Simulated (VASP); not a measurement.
# Sb (P-1) in VASP: a series of runs

Sb is run at these levels: PBEsol; tasks: single point.

Program: VASP 6.6.1. These are calculated values, not measurements. Logs are shortened: lines on timing, memory, paths and dates and some standing lists are left out, and cuts for length are marked.

### 1 The cell of the first run

The typed cell holds 2 atoms: a = 4.493 Å, b = 4.493 Å, c = 4.493 Å, α = 57.20°, β = 57.20°, γ = 57.20°.

### 2 Single point, PBEsol (atom 1 (Sb) moved by (+0.300, +0.300) A along [1 1 0] and z)

INCAR reads:

```
PREC = Accurate ; ENCUT = 520
EDIFF = 1E-6 ; ISMEAR = 0
SIGMA = 0.15 ; LREAL = F
LASPH = T ; NELM = 60
ALGO = Fast ; ISIF = 2
LWAVE = F ; LCHARG = F
GGA = PS ; NBANDS = 12
```

KPOINTS reads:

```
regular mesh
0
Gamma
  12 12 12
```

POSCAR reads:

```
Sb
1.0
    2.1506003320      1.2416496806      3.7440000000
   -2.1506003320      1.2416496806      3.7440000000
    0.0000000000     -2.4832993611      3.7440000000
Sb
2
Direct
    0.3381431499      0.2395046297      0.2034004255
    0.7663600000      0.7663600000      0.7663600000
```

Potentials or basis: VASP PAW PBE potentials, release 64 (Sb).

On the command line:

```sh
> cat potpaw_PBE.64/Sb/POTCAR > POTCAR
> mpirun -np 1 vasp_std > vasp.out
```

OUTCAR:

```text
PREC = Accurate
   ENCUT = 520
   EDIFF = 1E-6
   ISMEAR = 0
   LREAL = F
   LASPH = T
   NELM = 60
   ISIF = 2
   GGA = PS

 ion  position               nearest neighbor table
   1  0.338  0.240  0.203-   2 2.84   2 2.99   2 3.10   2 3.15   2 3.25   2 3.38
   2  0.766  0.766  0.766-   1 2.84   1 2.99   1 3.10   1 3.15   1 3.25   1 3.38

  LATTYP: Found a trigonal (rhomboedric) cell.
 ALAT       =     4.4926953733
 COS(alpha) =     0.5417151843

  Lattice vectors:

 A1 = (   2.1506003320,   1.2416496806,   3.7440000000)
 A2 = (  -2.1506003320,   1.2416496806,   3.7440000000)
 A3 = (   0.0000000000,  -2.4832993611,   3.7440000000)

Analysis of symmetry for initial positions (statically):
=====================================================================
 Subroutine PRICEL returns:
 Original cell was already a primitive cell.

 Routine SETGRP: Setting up the symmetry group for a
 trigonal (rhombohedral) supercell.

 Subroutine GETGRP returns: Found  2 space group operations
 (whereof  1 operations were pure point group operations)
 out of a pool of 12 trial point group operations.

The static configuration has the point symmetry C_1 .
 The point group associated with its full space group is S_2 .

Analysis of symmetry for dynamics (positions and initial velocities):
=====================================================================
 Subroutine PRICEL returns:
 Original cell was already a primitive cell.

 Routine SETGRP: Setting up the symmetry group for a
 trigonal (rhombohedral) supercell.

 Subroutine GETGRP returns: Found  2 space group operations
 (whereof  1 operations were pure point group operations)
 out of a pool of 12 trial point group operations.

The dynamic configuration has the point symmetry C_1 .
 The point group associated with its full space group is S_2 .

 Subroutine INISYM returns: Found  2 space group operations
 (whereof  1 operations are pure point group operations),
 and found     1 'primitive' translations

----------------------------------------------------------------------------------------

                                     Primitive cell

  volume of cell :      59.9854

  direct lattice vectors                    reciprocal lattice vectors
     2.150600332  1.241649681  3.744000000     0.232493222  0.134230024  0.089031339
    -2.150600332  1.241649681  3.744000000    -0.232493222  0.134230024  0.089031339
     0.000000000 -2.483299361  3.744000000     0.000000000 -0.268460048  0.089031339

  length of vectors
     4.492695373  4.492695373  4.492695373     0.282838075  0.282838075  0.282838075

  position of ions in fractional coordinates (direct lattice)
     0.338143150  0.239504630  0.203400425
     0.766360000  0.766360000  0.766360000

  ion indices of the primitive-cell ions
   primitive index   ion index
                 1           1
                 2           2

----------------------------------------------------------------------------------------

 KPOINTS: regular mesh

Automatic generation of k-mesh.
 Grid dimensions read from file:
 generate k-points for:   12   12   12

 Generating k-lattice:

  Cartesian coordinates                     Fractional coordinates (reciprocal lattice)
     0.019374435  0.011185835  0.007419278     0.083333333  0.000000000  0.000000000
    -0.019374435  0.011185835  0.007419278     0.000000000  0.083333333  0.000000000
     0.000000000 -0.022371671  0.007419278     0.000000000  0.000000000  0.083333333

  Length of vectors
     0.023569840  0.023569840  0.023569840

  Shift w.r.t. Gamma in fractional coordinates (k-lattice)
     0.000000000  0.000000000  0.000000000

 Subroutine IBZKPT returns following result:
 ===========================================

 Found    868 irreducible k-points:

 Following reciprocal coordinates:
            Coordinates               Weight
  0.000000  0.000000  0.000000      1.000000
  0.083333  0.000000 -0.000000      2.000000
  0.000000  0.083333 -0.000000      2.000000
  0.000000  0.000000  0.083333      2.000000
  0.166667  0.000000  0.000000      2.000000
  0.000000  0.166667  0.000000      2.000000
[... 16 lines left out ...]
  0.166667  0.083333  0.000000      2.000000
 -0.166667 -0.000000 -0.083333      2.000000
 [... further k-points ...]
   k-points           NKPTS =    868   k-points in BZ     NKDIM =    868   number of bands    NBANDS=     12
   number of dos      NEDOS =    301   number of ions     NIONS =      2
   total plane-waves  NPLWV =  46656
   dimension x,y,z NGX =    36 NGY =   36 NGZ =   36
   dimension x,y,z NGXF=    72 NGYF=   72 NGZF=   72
   ions per type =               2
   NGX,Y,Z   is equivalent  to a cutoff of  13.32, 13.32, 13.32 a.u.
   NGXF,Y,Z  is equivalent  to a cutoff of  26.64, 26.64, 26.64 a.u.
 SYSTEM =  unknown system
   PREC   = accura    normal or accurate (medium, high low for compatibility)
   ISTART =      0    job   : 0-new  1-cont  2-samecut
   ICHARG =      2    charge: 1-file 2-atom 10-const
   ISPIN  =      1    spin polarized calculation?
   LNONCOLLINEAR =      F non collinear calculations
   LSORBIT =      F    spin-orbit coupling
   LASPH  =      T    aspherical Exc in radial PAW
   ENCUT  =  520.0 eV  38.22 Ry    6.18 a.u.   8.35  8.35  8.35*2*pi/ulx,y,z
   NELM   =     60;   NELMIN=  2; NELMDL= -5     # of ELM steps
   EDIFF  = 0.1E-05   stopping-criterion for ELM
   LREAL  =      F    real-space projection
   EDIFFG = 0.1E-04   stopping-criterion for IOM
   NSW    =      0    number of steps for IOM
   IBRION =     -1    ionic relax: 0-MD 1-quasi-New 2-CG
   NFREE  =      0    steps in history (QN), initial steepest desc. (CG)
   ISIF   =      2    stress and relaxation
   ISYM   =      2    0-nonsym 1-usesym 2-fastsym
   POTIM  = 0.5000    time-step for ionic-motion
   TEBEG  =    0.0;   TEEND  =   0.0 temperature during run
   PSTRESS=    0.0 pullay stress
   NELECT =      10.0000    total number of electrons
   NUPDOWN=      -1.0000    fix difference up-down
   EMIN   =  10.00;   EMAX   =-10.00  energy-range for DOS
   EFERMI =   0.00;   METHOD = LEGACY
   ISMEAR =     0;   SIGMA  =   0.15  broadening in eV -4-tet -1-fermi 0-gaus
   EFERMI_NEDOS =   21; number of points for ismear=-14 and -15
   IALGO  =     68    algorithm
   IMIX   =      4    mixing-type and parameters
     AMIX     =   0.40;   BMIX     =  1.00
     AMIX_MAG =   1.60;   BMIX_MAG =  1.00
  volume/ion in A,a.u.               =      29.99       202.40
  Fermi-wavevector in a.u.,A,eV,Ry     =   0.901003  1.702649 11.045295  0.811806
  Thomas-Fermi vector in A             =   2.024030
   LORBIT       =      0    0 simple, 1 ext, 2 COOP (PROOUT), +10 PAW based schemes
   GGA     = PS    functional components
   LHFCALC =     F    Hartree Fock is set to
   AEXX    =    0.0000 exact exchange contribution
   IVDW    =     0    specifies the selected vdW correction
   LEPSILON=     F    determine dielectric tensor
   LRPA    =     F    only Hartree local field effects (RPA)
 non-spin polarized calculation
 RMM-DIIS sequential band-by-band and
 Gauss-broadening in eV      SIGMA  =   0.15
  energy-cutoff  :      520.00
  volume of cell :       59.99
 maximum number of plane-waves:      1627
 NGX is ok and might be reduce to    36
   NGX = 17   NGY = 17   NGZ = 17

 number of electron      10.0000000 magnetization

 Free energy of the ion-electron system (eV)
  ---------------------------------------------------
  ext. energy  EPLUGINS =         0.00000000
  ---------------------------------------------------
  free energy    TOTEN  =        -9.06196001 eV

  energy without entropy =       -9.05596822  energy(sigma->0) =       -9.05896412

 E-fermi :   6.9374     XC(G=0):  -9.7123

 val. band max:        6.9348708357   @ k =   0.1667  -0.1667   0.5000
 cond. band min:       6.9476495834   @ k =  -0.1667   0.0833  -0.0833
 fundamental gap:      0.0127787478
 Fermi energy:         6.9373585984

 k-point     1 :       0.0000    0.0000    0.0000
  band No.  band energies     occupation
      1      -5.5114      2.00000
      2       2.3837      2.00000
      3       4.7118      2.00000
      4       5.6204      2.00000
      5       5.6925      2.00000
      6       9.5736      0.00000
      7       9.6325      0.00000
      8      10.4838      0.00000
      9      11.4738      0.00000
     10      12.4012      0.00000
     11      12.4898      0.00000
     12      13.7126      0.00000

 k-point     2 :       0.0833    0.0000   -0.0000
  band No.  band energies     occupation
      1      -5.4366      2.00000
      2       2.0611      2.00000
      3       4.7381      2.00000
      4       5.6743      2.00000
      5       5.7535      2.00000
      6       9.3893      0.00000
      7       9.4564      0.00000
      8      10.1225      0.00000
      9      11.5840      0.00000
     10      12.0958      0.00000
     11      12.4500      0.00000
     12      14.3639      0.00000

 k-point     3 :       0.0000    0.0833   -0.0000
  band No.  band energies     occupation
      1      -5.4342      2.00000
      2       2.0266      2.00000
      3       4.8090      2.00000
      4       5.6359      2.00000
      5       5.7526      2.00000
      6       9.3926      0.00000
      7       9.4488      0.00000
      8      10.1808      0.00000
      9      11.5851      0.00000
     10      12.0407      0.00000
     11      12.4543      0.00000
     12      14.2404      0.00000
[... 286 lines left out ...]
 k-point    23 :       0.1667    0.0833    0.0000
  band No.  band energies     occupation
      1      -5.2433      2.00000
      2       1.4122      2.00000
      3       4.5581      2.00000
      4       5.3258      2.00000
      5       6.6418      1.99467
      6       8.0154      0.00000
      7       9.5694      0.00000
      8      10.1084      0.00000
      9      11.5089      0.00000
     10      12.3828      0.00000
     11      12.8811      0.00000
     12      14.6677      0.00000

 k-point    24 :      -0.1667   -0.0000   -0.0833
  band No.  band energies     occupation
      1      -5.2425      2.00000
      2       1.4144      2.00000
      3       4.5147      2.00000
      4       5.3530      2.00000
      5       6.6723      1.98755
      6       7.9937      0.00000
      7       9.4655      0.00000
      8      10.2342      0.00000
      9      11.6435      0.00000
     10      12.3013      0.00000
     11      12.7812      0.00000
     12      14.7052      0.00000

 [... further k-points ...]
[... 5 lines left out ...]
  --------------------------------------------------------------------------------------
  -------------------------------------------------------------------------------------
  Total        0.1852767      0.0977466     -0.9922067      0.5676930     -0.1485416     -0.4038683
  in kB        4.9486347      2.6107551    -26.5012806     15.1627584     -3.9674614    -10.7870937
  external PRESSURE =      -6.3139636 kB  Pullay stress =       0.0000000 kB

 VOLUME and BASIS-vectors are now :
 -----------------------------------------------------------------------------
  energy-cutoff  :      520.00
  volume of cell :       59.99
      direct lattice vectors                 reciprocal lattice vectors
     2.150600332  1.241649681  3.744000000     0.232493222  0.134230024  0.089031339
    -2.150600332  1.241649681  3.744000000    -0.232493222  0.134230024  0.089031339
     0.000000000 -2.483299361  3.744000000     0.000000000 -0.268460048  0.089031339

 POSITION                                       TOTAL-FORCE (eV/Angst)
 -----------------------------------------------------------------------------------
      0.21213      0.21213      2.92424        -0.216748     -0.140675      0.108529
      0.00000      0.00000      8.60776         0.216748      0.140675     -0.108529
 -----------------------------------------------------------------------------------
    total drift:                               -0.000000      0.000000      0.000000

  FREE ENERGIE OF THE ION-ELECTRON SYSTEM (eV)
  ---------------------------------------------------
  free  energy   TOTEN  =        -9.0619600138 eV

  energy  without entropy=       -9.0559682247  energy(sigma->0) =       -9.05896412
```

It took 13 min on 1 thread of Oxide Virtual Turin-like, shared host; peak memory 0.6 GiB.

What came out:

```
Free energy            : -9.0620 eV
Pressure               : -0.6 GPa
Largest force          : 0.280 eV/Å
Band gap on the k mesh : zero (bands 5 and 6 overlap by 0.79 eV)
```

Forces on the atoms (eV/Å):
```
Sb  -0.217 -0.141  0.109
Sb   0.217  0.141 -0.109
```

Stress tensor (GPa, compression positive):
```
 0.49  1.52 -1.08
 1.52  0.26 -0.40
-1.08 -0.40 -2.65
```

Caveat: the cell differs from its parent crystal (atom 1 (Sb) moved by (+0.300, +0.300) A along [1 1 0] and z); the PAW data sets were made with another functional, which shifts forces and pressure a little; spin-orbit coupling is left out, which moves the levels of the heavy elements.

### 3 Single point, PBEsol (atom 1 (Sb) moved by (-0.300, +0.150) A along [1 1 0] and z)

INCAR reads:

```
PREC     = Accurate       # precision mode
ENCUT    = 520            # plane-wave cutoff, eV
EDIFF    = 1E-7           # SCF threshold, eV
ISMEAR   = 0              # smearing method
SIGMA    = 0.15           # smearing width, eV
LREAL    = False          # projectors in reciprocal space
LASPH    = True           # aspherical terms in the spheres
NELM     = 80             # most SCF steps
ALGO     = Fast           # electronic algorithm
ISIF     = 2              # what is computed and relaxed
LWAVE    = False          # write WAVECAR
LCHARG   = True           # write CHGCAR
GGA      = PS             # functional
LELF     = True           # ELF
LVHAR    = True         
NBANDS   = 12             # bands
```

KPOINTS is that of step 2.

Changes to POSCAR since step 2:

```diff
@@ -8,3 +8,3 @@
 Direct
-    0.3381431499      0.2395046297      0.2034004255
+    0.1692009526      0.2678394729      0.3039436771
     0.7663600000      0.7663600000      0.7663600000
```

Potentials or basis: VASP PAW PBE potentials, release 64 (Sb).

On the command line:

```sh
> cat potpaw_PBE.64/Sb/POTCAR > POTCAR
> mpirun -np 1 vasp_std > vasp.out
```

OUTCAR:

```text
PREC = Accurate
   ENCUT = 520
   EDIFF = 1E-7
   ISMEAR = 0
   LREAL = False
   LASPH = True
   NELM = 80
   ISIF = 2
   GGA = PS

 ion  position               nearest neighbor table
   1  0.169  0.268  0.304-   2 2.82   2 2.93   2 3.03   2 3.23   2 3.32   2 3.42
   2  0.766  0.766  0.766-   1 2.82   1 2.93   1 3.03   1 3.23   1 3.32   1 3.42

  LATTYP: Found a trigonal (rhomboedric) cell.
 ALAT       =     4.4926953733
 COS(alpha) =     0.5417151843

  Lattice vectors:

 A1 = (   2.1506003320,   1.2416496806,   3.7440000000)
[... 542 lines left out ...]
      8      10.1299      0.00000
      9      11.6662      0.00000
     10      12.4642      0.00000
     11      12.9230      0.00000
     12      14.6980      0.00000

 [... further k-points ...]
[... 5 lines left out ...]
  --------------------------------------------------------------------------------------
  -------------------------------------------------------------------------------------
  Total        0.1637936      0.6237470     -0.5033743      0.2107369      0.6263756      0.2799341
  in kB        4.3748340     16.6599291    -13.4448422      5.6286638     16.7301394      7.4768830
  external PRESSURE =       2.5299737 kB  Pullay stress =       0.0000000 kB

 VOLUME and BASIS-vectors are now :
 -----------------------------------------------------------------------------
  energy-cutoff  :      520.00
  volume of cell :       59.99
      direct lattice vectors                 reciprocal lattice vectors
     2.150600332  1.241649681  3.744000000     0.232493222  0.134230024  0.089031339
    -2.150600332  1.241649681  3.744000000    -0.232493222  0.134230024  0.089031339
     0.000000000 -2.483299361  3.744000000     0.000000000 -0.268460048  0.089031339

 POSITION                                       TOTAL-FORCE (eV/Angst)
 -----------------------------------------------------------------------------------
     -0.21213     -0.21213      2.77424         0.181172      0.400414      0.204303
      0.00000      0.00000      8.60776        -0.181172     -0.400414     -0.204303
 -----------------------------------------------------------------------------------
    total drift:                                0.000000      0.000000     -0.000000

  FREE ENERGIE OF THE ION-ELECTRON SYSTEM (eV)
  ---------------------------------------------------
  free  energy   TOTEN  =        -9.0622056965 eV

  energy  without entropy=       -9.0581709724  energy(sigma->0) =       -9.06018833
```

OSZICAR:

```text
N       E                     dE             d eps       ncg     rms          rms(c)
DAV:   1     0.338823812158E+02    0.33882E+02   -0.35531E+03 20832   0.654E+02
DAV:   2    -0.715351911593E+01   -0.41036E+02   -0.39620E+02 26948   0.108E+02
DAV:   3    -0.906168798487E+01   -0.19082E+01   -0.18856E+01 25456   0.256E+01
DAV:   4    -0.907841559188E+01   -0.16728E-01   -0.16722E-01 24252   0.288E+00
DAV:   5    -0.907861667125E+01   -0.20108E-03   -0.20108E-03 25544   0.348E-01    0.289E+00
RMM:   6    -0.906825733616E+01    0.10359E-01   -0.17884E-03 21044   0.267E-01    0.174E+00
RMM:   7    -0.906212080063E+01    0.61365E-02   -0.54374E-03 21939   0.475E-01    0.539E-02
RMM:   8    -0.906218390900E+01   -0.63108E-04   -0.61975E-04 23300   0.192E-01    0.189E-02
RMM:   9    -0.906220352918E+01   -0.19620E-04   -0.13213E-04 24367   0.891E-02    0.115E-02
RMM:  10    -0.906220461574E+01   -0.10866E-05   -0.21666E-05 24873   0.376E-02    0.312E-03
RMM:  11    -0.906220556477E+01   -0.94904E-06   -0.60948E-06 25204   0.190E-02    0.157E-03
RMM:  12    -0.906220567075E+01   -0.10597E-06   -0.13083E-06 24171   0.900E-03    0.447E-04
RMM:  13    -0.906220569648E+01   -0.25737E-07   -0.30385E-07 16641   0.420E-03
   1 F= -.90622057E+01 E0= -.90601883E+01  d E =-.403472E-02
```

It took 12 min on 1 thread of Oxide Virtual Turin-like, shared host; peak memory 0.6 GiB.

What came out:

| Property | Result |
| --- | --- |
| Free energy | -9.0622 eV |
| Pressure | 0.3 GPa |
| Largest force | 0.485 eV/Å |
| Band gap on the k mesh | zero (bands 5 and 6 overlap by 0.45 eV) |

Forces in eV/Å, atoms in the order of the input:
```
Sb   0.181  0.400  0.204
Sb  -0.181 -0.400 -0.204
```

Levels at points of the mesh, in eV from the Fermi level:
| k point | band 2 | band 3 | band 4 | band 5 | band 6 | band 7 | band 8 | band 9 |
| --- | --- | --- | --- | --- | --- | --- | --- | --- |
| (0.00, 0.00, 0.00) | -4.56 | -2.16 | -1.66 | -1.13 | 2.30 | 2.69 | 3.29 | 4.91 |
| (0.50, 0.00, 0.00) | -8.67 | -1.64 | -1.10 | -1.10 | -0.31 | 0.46 | 0.83 | 7.34 |
| (0.00, 0.50, 0.00) | -9.78 | -1.78 | -1.45 | -0.22 | -0.02 | 0.38 | 0.94 | 7.76 |
| (0.00, 0.00, 0.50) | -9.44 | -1.98 | -1.22 | -0.32 | -0.04 | 0.52 | 0.78 | 7.81 |
| (0.50, 0.50, 0.00) | -8.16 | -5.02 | -3.86 | -3.21 | 1.83 | 5.35 | 5.40 | 7.33 |
| (0.50, 0.00, 0.50) | -7.70 | -5.32 | -3.87 | -3.13 | 1.57 | 5.48 | 5.60 | 7.11 |
| (0.00, 0.50, 0.50) | -7.44 | -5.50 | -3.52 | -3.45 | 1.52 | 5.23 | 5.86 | 6.99 |
| (0.50, 0.50, 0.50) | -9.32 | -1.54 | -0.71 | 0.07 | 0.12 | 1.00 | 1.17 | 7.48 |

Caveat: the cell differs from its parent crystal (atom 1 (Sb) moved by (-0.300, +0.150) A along [1 1 0] and z); the PAW data sets were made with another functional, which shifts forces and pressure a little; spin-orbit coupling is left out, which moves the levels of the heavy elements.
